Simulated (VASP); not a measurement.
Set up this calculation in VASP 6.6.1, as the native input.

```yaml
Task: single point
Functional: r2SCAN
Potentials_or_basis: VASP PAW PBE potentials, release 64 (Co)
Cutoff: 520 eV
k_mesh: 16 × 16 × 5
Occupations: fermi-dirac, width 0.05 eV
Spin: collinear spin, ferromagnetic start
Starting_moments: "[1.893, 1.893, 1.929, 1.929] μB"
Dipole_correction: no
Further_INCAR_settings: ALGO = Normal; EDIFF = 1e-06; NBANDS = 30
```

Crystal: Co.

```
Co
1.0
     2.36843    0.00000    0.00000
    -1.18421    2.05112    0.00000
     0.00000    0.00000    7.74532
Co
4
Cartesian
  1.1842 2.0511 0.0000
  1.1842 2.0511 3.8727
  0.0000 1.3674 1.9363
  1.1842 0.6837 5.8090
```

These files were run (other wordings do the same):

POSCAR

```
Co
1.0
    2.3684291714      0.0000000000      0.0000000000
   -1.1842145857      2.0511198295      0.0000000000
    0.0000000000      0.0000000000      7.7453172424
Co
4
Direct
    1.0000000000      1.0000000000      0.0000000000
    1.0000000000      1.0000000000      0.5000000000
    0.3333333333      0.6666666667      0.2500000000
    0.6666666667      0.3333333333      0.7500000000
```

INCAR.step1

```
ALGO = Normal ; EDIFF = 1E-4
ENCUT = 520 ; GGA = PE
ISMEAR = -1 ; ISPIN = 2
LASPH = True ; LCHARG = False
LMAXMIX = 4 ; LREAL = False
LWAVE = True ; MAGMOM = 1.893 1.893 1.929 1.929
NBANDS = 30 ; NELM = 150
PREC = Accurate ; SIGMA = 0.05
```

INCAR.step2

```
ALGO = Normal ; EDIFF = 1E-6
ENCUT = 520 ; ISIF = 2
ISMEAR = -1 ; ISPIN = 2
ISTART = 1 ; LASPH = True
LCHARG = True ; LELF = True
LMAXMIX = 4 ; LMIXTAU = True
LORBIT = 11 ; LREAL = False
LVHAR = True ; LWAVE = False
MAGMOM = 1.893 1.893 1.929 1.929 ; METAGGA = R2SCAN
NBANDS = 30 ; NELM = 150
PREC = Accurate ; SIGMA = 0.05
```

KPOINTS

```
k-points
0
Gamma
  16 16 5
```

Potentials or basis: VASP PAW PBE potentials, release 64 (Co).

Run with:

```bash
$ cat potpaw_PBE.64/Co/POTCAR > POTCAR
$ cp INCAR.step1 INCAR
$ mpirun -np 1 vasp_std > vasp.out
$ cp INCAR.step2 INCAR
$ mpirun -np 1 vasp_std > vasp.out
```

Results of the run:

- Pressure: 38.5 GPa
- Net moment: 6.76 μB per cell
- Site moments: Co +1.70, +1.73 (each value once) μB
- Valence electrons inside the program's atomic spheres: Co 8.62

Caveat: the cell stands under pressure; the PAW data sets were made with another functional, which shifts forces and pressure a little.

Run time: 8.8 min on 1 thread of Intel(R) Xeon(R) Platinum 8488C (Sapphire Rapids), on a shared host, peak memory 0.27 GiB.
